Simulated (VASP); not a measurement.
# InSe (P6_3mc) in VASP: further runs

The runs below take InSe through single point, with r2SCAN.

Everything below comes from runs of VASP 6.6.1. Logs are shortened: lines on timing, memory, paths and dates and some standing lists are left out, and cuts for length are marked.

**1. The cell of the first run**

The structure is hexagonal, space group P6_3mc (No. 186). The conventional cell has a = 4.593 Å, b = 4.593 Å, c = 7.356 Å, α = 90.00°, β = 90.00°, γ = 120.00°. Within 3.7 Å of In (site symmetry 3m) lie 4 Se at 2.79 to 2.81 Å. Within 3.7 Å of Se (site symmetry 3m) lie 4 In at 2.79 to 2.81 Å.

**2. Single point, r2SCAN**

The input, POSCAR:

```
InSe
1.0
    4.5934948035      0.0000000000      0.0000000000
   -2.2967474017      3.9780831919      0.0000000000
    0.0000000000      0.0000000000      7.3563235199
In Se
2 2
Direct
    0.3333333333      0.6666666667      0.0000000000
    0.6666666667      0.3333333333      0.5000000000
    0.3333333333      0.6666666667      0.3821000000
    0.6666666667      0.3333333333      0.8821000000
```

The input, INCAR.step1:

```
SYSTEM = InSe
ALGO = Normal ; EDIFF = 1E-4
ENCUT = 520 ; GGA = PE
ISMEAR = 0 ; LASPH = .TRUE.
LCHARG = .FALSE. ; LREAL = .FALSE.
LWAVE = .TRUE. ; NBANDS = 27
NELM = 100 ; PREC = Accurate
SIGMA = 0.1
```

The input, INCAR.step2:

```
SYSTEM = InSe
ALGO = Normal ; EDIFF = 1E-6
ENCUT = 520 ; ISIF = 2
ISMEAR = 0 ; ISTART = 1
LASPH = .TRUE. ; LCHARG = .FALSE.
LMIXTAU = .TRUE. ; LREAL = .FALSE.
LWAVE = .FALSE. ; METAGGA = R2SCAN
NBANDS = 27 ; NELM = 100
PREC = Accurate ; SIGMA = 0.1
```

The input, KPOINTS:

```
k-points
0
G
  6 6 4
  0 0 0
```

Potentials or basis: VASP PAW PBE potentials, release 64 (In_d, Se).

On the command line:

```sh
> cat potpaw_PBE.64/In_d/POTCAR potpaw_PBE.64/Se/POTCAR > POTCAR
> cp INCAR.step1 INCAR
> mpirun -np 1 vasp_std > vasp.out
> cp INCAR.step2 INCAR
> mpirun -np 1 vasp_std > vasp.out
```

OUTCAR:

```text
SYSTEM = InSe
   EDIFF = 1E-6
   ENCUT = 520
   ISIF = 2
   ISMEAR = 0
   ISTART = 1
   LASPH = .TRUE.
   LREAL = .FALSE.
   METAGGA = R2SCAN
   NELM = 100
   PREC = Accurate

 ion  position               nearest neighbor table
   1  0.333  0.667  0.000-   4 2.79   4 2.79   4 2.79   3 2.81
   2  0.667  0.333  0.500-   3 2.79   3 2.79   3 2.79   4 2.81
   3  0.333  0.667  0.382-   2 2.79   2 2.79   2 2.79   1 2.81
   4  0.667  0.333  0.882-   1 2.79   1 2.79   1 2.79   2 2.81

  LATTYP: Found a hexagonal cell.
 ALAT       =     4.5934948035
 C/A-ratio  =     1.6014655147

  Lattice vectors:

 A1 = (   4.5934948035,   0.0000000000,   0.0000000000)
 A2 = (  -2.2967474017,   3.9780831919,   0.0000000000)
 A3 = (   0.0000000000,   0.0000000000,   7.3563235199)

Analysis of symmetry for initial positions (statically):
=====================================================================
 Subroutine PRICEL returns:
 Original cell was already a primitive cell.

 Routine SETGRP: Setting up the symmetry group for a
 hexagonal supercell.

 Subroutine GETGRP returns: Found 12 space group operations
 (whereof  6 operations were pure point group operations)
 out of a pool of 24 trial point group operations.

The static configuration has the point symmetry C_3v.
 The point group associated with its full space group is C_6v.

Analysis of symmetry for dynamics (positions and initial velocities):
=====================================================================
 Subroutine PRICEL returns:
 Original cell was already a primitive cell.

 Routine SETGRP: Setting up the symmetry group for a
 hexagonal supercell.

 Subroutine GETGRP returns: Found 12 space group operations
 (whereof  6 operations were pure point group operations)
 out of a pool of 24 trial point group operations.

The dynamic configuration has the point symmetry C_3v.
 The point group associated with its full space group is C_6v.

 Subroutine INISYM returns: Found 12 space group operations
 (whereof  6 operations are pure point group operations),
 and found     1 'primitive' translations

----------------------------------------------------------------------------------------

                                     Primitive cell

  volume of cell :     134.4243

  direct lattice vectors                    reciprocal lattice vectors
     4.593494803  0.000000000  0.000000000     0.217699169  0.125688674  0.000000000
    -2.296747402  3.978083192  0.000000000     0.000000000  0.251377347  0.000000000
[... 78 lines left out ...]
   ICHARG =      0    charge: 1-file 2-atom 10-const
   ISPIN  =      1    spin polarized calculation?
   LNONCOLLINEAR =      F non collinear calculations
   LSORBIT =      F    spin-orbit coupling
   LASPH  =      T    aspherical Exc in radial PAW
   ENCUT  =  520.0 eV  38.22 Ry    6.18 a.u.   8.54  8.54 13.68*2*pi/ulx,y,z
   NELM   =    100;   NELMIN=  2; NELMDL=  0     # of ELM steps
   EDIFF  = 0.1E-05   stopping-criterion for ELM
   LREAL  =      F    real-space projection
[... 7 lines left out ...]
   TEBEG  =    0.0;   TEEND  =   0.0 temperature during run
   PSTRESS=    0.0 pullay stress
   NELECT =      38.0000    total number of electrons
   NUPDOWN=      -1.0000    fix difference up-down
   EMIN   =  10.00;   EMAX   =-10.00  energy-range for DOS
   EFERMI =   0.00;   METHOD = LEGACY
   ISMEAR =     0;   SIGMA  =   0.10  broadening in eV -4-tet -1-fermi 0-gaus
   EFERMI_NEDOS =   21; number of points for ismear=-14 and -15
   IALGO  =     38    algorithm
   IMIX   =      4    mixing-type and parameters
     AMIX     =   0.40;   BMIX     =  1.00
     AMIX_MAG =   1.60;   BMIX_MAG =  1.00
  volume/ion in A,a.u.               =      33.61       226.79
  Fermi-wavevector in a.u.,A,eV,Ry     =   1.074427  2.030372 15.706462  1.154392
  Thomas-Fermi vector in A             =   2.210254
   LORBIT       =      0    0 simple, 1 ext, 2 COOP (PROOUT), +10 PAW based schemes
   METAGGA = R2SCAN    functional components
   LHFCALC =     F    Hartree Fock is set to
   AEXX    =    0.0000 exact exchange contribution
   IVDW    =     0    specifies the selected vdW correction
   LEPSILON=     F    determine dielectric tensor
   LRPA    =     F    only Hartree local field effects (RPA)
 non-spin polarized calculation
 Gauss-broadening in eV      SIGMA  =   0.10
  energy-cutoff  :      520.00
  volume of cell :      134.42
 maximum number of plane-waves:      3657
 NGX is ok and might be reduce to    36
   NGX = 17   NGY = 17   NGZ = 27

 number of electron      38.0000008 magnetization

 Free energy of the ion-electron system (eV)
  ---------------------------------------------------
  ext. energy  EPLUGINS =         0.00000000
  ---------------------------------------------------
  free energy    TOTEN  =       -75.12874764 eV

  energy without entropy =      -75.10392432  energy(sigma->0) =      -75.11633598

 E-fermi :   3.7881     XC(G=0):  -8.7785

 val. band max:        3.7851116045   @ k =   0.3333   0.1667   0.2500
 cond. band min:       3.7903744189   @ k =   0.5000  -0.0000   0.0000
 fundamental gap:      0.0052628144
 Fermi energy:         3.7881458482

 k-point     1 :       0.0000    0.0000    0.0000
  band No.  band energies     occupation
      1     -12.1318      2.00000
      2     -11.8994      2.00000
      3     -11.8974      2.00000
      4     -11.8974      2.00000
      5     -11.8851      2.00000
      6     -11.8851      2.00000
[... 619 lines left out ...]
     26       8.7299      0.00000
     27      10.0159      0.00000

------------------------ aborting loop because EDIFF is reached ----------------------------------------

  FORCE on cell =-STRESS in cart. coord.  units (eV):
  Direction    XX          YY          ZZ          XY          YZ          ZX
  --------------------------------------------------------------------------------------
  -------------------------------------------------------------------------------------
  Total        0.4908898      0.4908898      0.1668445      0.0000000      0.0000000      0.0000000
  in kB        5.8508193      5.8508193      1.9885868      0.0000000      0.0000000      0.0000000
  external PRESSURE =       4.5634085 kB  Pullay stress =       0.0000000 kB

 VOLUME and BASIS-vectors are now :
 -----------------------------------------------------------------------------
  energy-cutoff  :      520.00
  volume of cell :      134.42
      direct lattice vectors                 reciprocal lattice vectors
     4.593494803  0.000000000  0.000000000     0.217699169  0.125688674  0.000000000
    -2.296747402  3.978083192  0.000000000     0.000000000  0.251377347  0.000000000
     0.000000000  0.000000000  7.356323520     0.000000000  0.000000000  0.135937469

 POSITION                                       TOTAL-FORCE (eV/Angst)
 -----------------------------------------------------------------------------------
     -0.00000      2.65206      0.00000         0.000000      0.000000      0.011943
      2.29675      1.32603      3.67816        -0.000000     -0.000000      0.011943
     -0.00000      2.65206      2.81085         0.000000     -0.000000     -0.011943
      2.29675      1.32603      6.48901        -0.000000     -0.000000     -0.011943
 -----------------------------------------------------------------------------------
    total drift:                               -0.000000      0.000000     -0.003713

  FREE ENERGIE OF THE ION-ELECTRON SYSTEM (eV)
  ---------------------------------------------------
  free  energy   TOTEN  =       -75.1287476406 eV

  energy  without entropy=      -75.1039243177  energy(sigma->0) =      -75.11633598
```

OSZICAR.step1:

```text
N       E                     dE             d eps       ncg     rms          rms(c)
DAV:   1     0.334789166128E+03    0.33479E+03   -0.17183E+04  1134   0.149E+03
DAV:   2     0.270632449826E+02   -0.30773E+03   -0.29867E+03  1142   0.374E+02
DAV:   3    -0.117744217032E+02   -0.38838E+02   -0.38202E+02  1449   0.142E+02
DAV:   4    -0.136395672481E+02   -0.18651E+01   -0.18413E+01  1297   0.324E+01
DAV:   5    -0.137037392148E+02   -0.64172E-01   -0.64118E-01  1592   0.618E+00    0.653E+00
DAV:   6    -0.132796027671E+02    0.42414E+00   -0.70388E-01  1586   0.120E+01    0.388E+00
DAV:   7    -0.132715489827E+02    0.80538E-02   -0.34945E-01  1660   0.382E+00    0.103E+00
DAV:   8    -0.132706697944E+02    0.87919E-03   -0.45302E-02  1680   0.234E+00    0.412E-01
DAV:   9    -0.132714569285E+02   -0.78713E-03   -0.47886E-03  1444   0.701E-01    0.140E-01
DAV:  10    -0.132716509409E+02   -0.19401E-03   -0.58526E-04  1617   0.146E-01    0.881E-02
DAV:  11    -0.132718373661E+02   -0.18643E-03   -0.19744E-04  1010   0.109E-01    0.276E-02
DAV:  12    -0.132718684569E+02   -0.31091E-04   -0.44761E-05   920   0.422E-02
   1 F= -.13271868E+02 E0= -.13259444E+02  d E =-.248481E-01
```

Wall time 1.9 min (1 thread of Intel Xeon 6975P-C (Granite Rapids), shared host); peak memory 0.31 GiB.

Results:

| Quantity | Value |
| --- | --- |
| Free energy | -75.1287 eV |
| Pressure | 0.5 GPa |
| Largest force | 0.012 eV/Å |
| Band gap on the k mesh | zero (bands 19 and 20 overlap by 2.48 eV) |

Forces in eV/Å, atoms in the order of the input:
```
In   0.000  0.000  0.012
In   0.000  0.000  0.012
Se   0.000  0.000 -0.012
Se   0.000  0.000 -0.012
```

Caveat: the PAW data sets were made with another functional, which shifts forces and pressure a little; spin-orbit coupling is left out, which moves the levels of the heavy elements.

**3. Single point, r2SCAN**

This run uses another cell than the first one, of 31.50 Å³/atom.

The input, POSCAR:

```
InSe
1.0
    4.1320476953      0.0000000000      0.0000000000
   -2.0660238476      3.5784582738      0.0000000000
    0.0000000000      0.0000000000      8.5214309123
In Se
2 2
Direct
    0.3333333333      0.6666666667      0.0223549208
    0.6666666667      0.3333333333      0.5223549208
    0.3333333333      0.6666666667      0.3597450792
    0.6666666667      0.3333333333      0.8597450792
```

The input, INCAR.step1:

```
SYSTEM = InSe
ALGO     = Normal         ! electronic algorithm
EDIFF    = 1E-4           ! SCF threshold, eV
ENCUT    = 520            ! plane-wave cutoff, eV
GGA      = PE             ! functional
ISMEAR   = 0              ! smearing method
LASPH    = .True.         ! aspherical terms in the spheres
LCHARG   = .False.        ! write CHGCAR
LREAL    = .False.        ! projectors in reciprocal space
LWAVE    = .True.         ! write WAVECAR
NBANDS   = 27             ! bands
NELM     = 100            ! most SCF steps
PREC     = Accurate       ! precision mode
SIGMA    = 0.1            ! smearing width, eV
```

The input, INCAR.step2:

```
SYSTEM = InSe
ALGO     = Normal         ! electronic algorithm
EDIFF    = 1E-6           ! SCF threshold, eV
ENCUT    = 520            ! plane-wave cutoff, eV
ISIF     = 2              ! what is computed and relaxed
ISMEAR   = 0              ! smearing method
ISTART   = 1            
LASPH    = .True.         ! aspherical terms in the spheres
LCHARG   = .False.        ! write CHGCAR
LMIXTAU  = .True.       
LREAL    = .False.        ! projectors in reciprocal space
LWAVE    = .False.        ! write WAVECAR
METAGGA  = R2SCAN         ! meta-GGA
NBANDS   = 27             ! bands
NELM     = 100            ! most SCF steps
PREC     = Accurate       ! precision mode
SIGMA    = 0.1            ! smearing width, eV
```

The input, KPOINTS:

```
k-points
0
Gamma
  12 12 6
  0 0 0
```

Potentials or basis: VASP PAW PBE potentials, release 64 (In_d, Se).

On the command line:

```sh
> cat potpaw_PBE.64/In_d/POTCAR potpaw_PBE.64/Se/POTCAR > POTCAR
> cp INCAR.step1 INCAR
> mpirun -np 1 vasp_std > vasp.out
> cp INCAR.step2 INCAR
> mpirun -np 1 vasp_std > vasp.out
```

OUTCAR:

```text
SYSTEM = InSe
   EDIFF = 1E-6
   ENCUT = 520
   ISIF = 2
   ISMEAR = 0
   ISTART = 1
   LASPH = .True.
   LREAL = .False.
   METAGGA = R2SCAN
   NELM = 100
   PREC = Accurate

 ion  position               nearest neighbor table
   1  0.333  0.667  0.022-   4 2.76   4 2.76   4 2.76   3 2.88
   2  0.667  0.333  0.522-   3 2.76   3 2.76   3 2.76   4 2.88
   3  0.333  0.667  0.360-   2 2.76   2 2.76   2 2.76   1 2.88
   4  0.667  0.333  0.860-   1 2.76   1 2.76   1 2.76   2 2.88

  LATTYP: Found a hexagonal cell.
 ALAT       =     4.1320476953
 C/A-ratio  =     2.0622779650

  Lattice vectors:

 A1 = (   4.1320476953,   0.0000000000,   0.0000000000)
 A2 = (  -2.0660238476,   3.5784582738,   0.0000000000)
 A3 = (   0.0000000000,   0.0000000000,   8.5214309123)

Analysis of symmetry for initial positions (statically):
=====================================================================
 Subroutine PRICEL returns:
 Original cell was already a primitive cell.

 Routine SETGRP: Setting up the symmetry group for a
 hexagonal supercell.

 Subroutine GETGRP returns: Found 12 space group operations
 (whereof  6 operations were pure point group operations)
 out of a pool of 24 trial point group operations.

The static configuration has the point symmetry C_3v.
 The point group associated with its full space group is C_6v.

Analysis of symmetry for dynamics (positions and initial velocities):
=====================================================================
 Subroutine PRICEL returns:
 Original cell was already a primitive cell.

 Routine SETGRP: Setting up the symmetry group for a
 hexagonal supercell.

 Subroutine GETGRP returns: Found 12 space group operations
 (whereof  6 operations were pure point group operations)
[... 123 lines left out ...]
   EFERMI_NEDOS =   21; number of points for ismear=-14 and -15
   IALGO  =     38    algorithm
   IMIX   =      4    mixing-type and parameters
     AMIX     =   0.40;   BMIX     =  1.00
     AMIX_MAG =   1.60;   BMIX_MAG =  1.00
  volume/ion in A,a.u.               =      31.50       212.57
  Fermi-wavevector in a.u.,A,eV,Ry     =   1.097854  2.074644 16.398889  1.205284
  Thomas-Fermi vector in A             =   2.234222
   LORBIT       =      0    0 simple, 1 ext, 2 COOP (PROOUT), +10 PAW based schemes
   METAGGA = R2SCAN    functional components
   LHFCALC =     F    Hartree Fock is set to
   AEXX    =    0.0000 exact exchange contribution
   IVDW    =     0    specifies the selected vdW correction
   LEPSILON=     F    determine dielectric tensor
   LRPA    =     F    only Hartree local field effects (RPA)
 non-spin polarized calculation
 Gauss-broadening in eV      SIGMA  =   0.10
  energy-cutoff  :      520.00
  volume of cell :      126.00
 maximum number of plane-waves:      3416
 NGX is ok and might be reduce to    32
   NGX = 15   NGY = 15   NGZ = 31

 number of electron      37.9999999 magnetization

 Free energy of the ion-electron system (eV)
  ---------------------------------------------------
  ext. energy  EPLUGINS =         0.00000000
  ---------------------------------------------------
  free energy    TOTEN  =       -75.40990096 eV

  energy without entropy =      -75.40262729  energy(sigma->0) =      -75.40626412

 E-fermi :   3.9033     XC(G=0):  -9.1237

 val. band max:        3.9021398533   @ k =   0.0833   0.0000   0.5000
 cond. band min:       3.9040013159   @ k =   0.2500   0.1667   0.5000
 fundamental gap:      0.0018614626
 Fermi energy:         3.9033068197

 k-point     1 :       0.0000    0.0000    0.0000
  band No.  band energies     occupation
      1     -11.5402      2.00000
      2     -11.4552      2.00000
      3     -11.4551      2.00000
      4     -11.4482      2.00000
      5     -11.4481      2.00000
      6     -11.4467      2.00000
[... 709 lines left out ...]
     26       9.8963      0.00000
     27      10.8395      0.00000

 [... further k-points ...]

------------------------ aborting loop because EDIFF is reached ----------------------------------------

  FORCE on cell =-STRESS in cart. coord.  units (eV):
  Direction    XX          YY          ZZ          XY          YZ          ZX
  --------------------------------------------------------------------------------------
  -------------------------------------------------------------------------------------
  Total       -0.0089034     -0.0089034      0.0207538     -0.0000000     -0.0000000     -0.0000000
  in kB       -0.1132123     -0.1132123      0.2638968     -0.0000000     -0.0000000     -0.0000000
  external PRESSURE =       0.0124908 kB  Pullay stress =       0.0000000 kB

 VOLUME and BASIS-vectors are now :
 -----------------------------------------------------------------------------
  energy-cutoff  :      520.00
  volume of cell :      126.00
      direct lattice vectors                 reciprocal lattice vectors
     4.132047695  0.000000000  0.000000000     0.242010759  0.139724977  0.000000000
    -2.066023848  3.578458274  0.000000000     0.000000000  0.279449954  0.000000000
     0.000000000  0.000000000  8.521430912     0.000000000  0.000000000  0.117351183

 POSITION                                       TOTAL-FORCE (eV/Angst)
 -----------------------------------------------------------------------------------
     -0.00000      2.38564      0.19050        -0.000000      0.000000      0.007549
      2.06602      1.19282      4.45121         0.000000     -0.000000      0.007549
     -0.00000      2.38564      3.06554         0.000000     -0.000000     -0.007549
      2.06602      1.19282      7.32626         0.000000      0.000000     -0.007549
 -----------------------------------------------------------------------------------
    total drift:                               -0.000000      0.000000      0.002035

  FREE ENERGIE OF THE ION-ELECTRON SYSTEM (eV)
  ---------------------------------------------------
  free  energy   TOTEN  =       -75.4099009575 eV

  energy  without entropy=      -75.4026272919  energy(sigma->0) =      -75.40626412
```

OUTCAR.step1:

```text
SYSTEM = InSe
   EDIFF = 1E-4
   ENCUT = 520
   GGA = PE
   ISMEAR = 0
   LASPH = .True.
   LREAL = .False.
   NELM = 100
[... 950 lines left out ...]
      2.06602      1.19282      4.45121        -0.000000      0.000000      0.085043
     -0.00000      2.38564      3.06554         0.000000     -0.000000     -0.085043
      2.06602      1.19282      7.32626        -0.000000      0.000000     -0.085043
 -----------------------------------------------------------------------------------
    total drift:                               -0.000000      0.000000     -0.004757

  FREE ENERGIE OF THE ION-ELECTRON SYSTEM (eV)
  ---------------------------------------------------
  free  energy   TOTEN  =       -13.4430282652 eV

  energy  without entropy=      -13.4356378552  energy(sigma->0) =      -13.43933306
```

Run time: 5.2 min. Hardware: 1 thread of Intel Xeon 6975P-C (Granite Rapids), shared host; peak memory 0.4 GiB.

Results:

```
Free energy            : -75.4099 eV
Pressure               : 0.0 GPa
Largest force          : 0.008 eV/Å
Band gap on the k mesh : zero (bands 19 and 20 overlap by 1.32 eV)
```

Forces in eV/Å, atoms in the order of the input:
```
In   0.000  0.000  0.008
In   0.000  0.000  0.008
Se   0.000  0.000 -0.008
Se   0.000  0.000 -0.008
```

Levels at points of the mesh, in eV from the Fermi level:
| k point | band 15 | band 16 | band 17 | band 18 | band 19 | band 20 | band 21 | band 22 | band 23 | band 24 |
| --- | --- | --- | --- | --- | --- | --- | --- | --- | --- | --- |
| (0.00, 0.00, 0.00) | -2.76 | -2.23 | -2.23 | -1.89 | -1.89 | 0.92 | 3.08 | 3.72 | 4.18 | 4.18 |
| (0.50, 0.00, 0.00) | -4.69 | -3.76 | -3.14 | -2.61 | -0.59 | 0.98 | 1.52 | 1.98 | 3.82 | 4.14 |
| (0.00, 0.00, 0.50) | -2.06 | -2.06 | -2.06 | -2.06 | -0.21 | -0.21 | 3.01 | 3.01 | 4.59 | 4.59 |
| (0.50, 0.00, 0.50) | -3.98 | -3.98 | -2.90 | -2.90 | -0.61 | -0.61 | 2.55 | 2.55 | 4.50 | 4.50 |

Caveat: the PAW data sets were made with another functional, which shifts forces and pressure a little; spin-orbit coupling is left out, which moves the levels of the heavy elements.
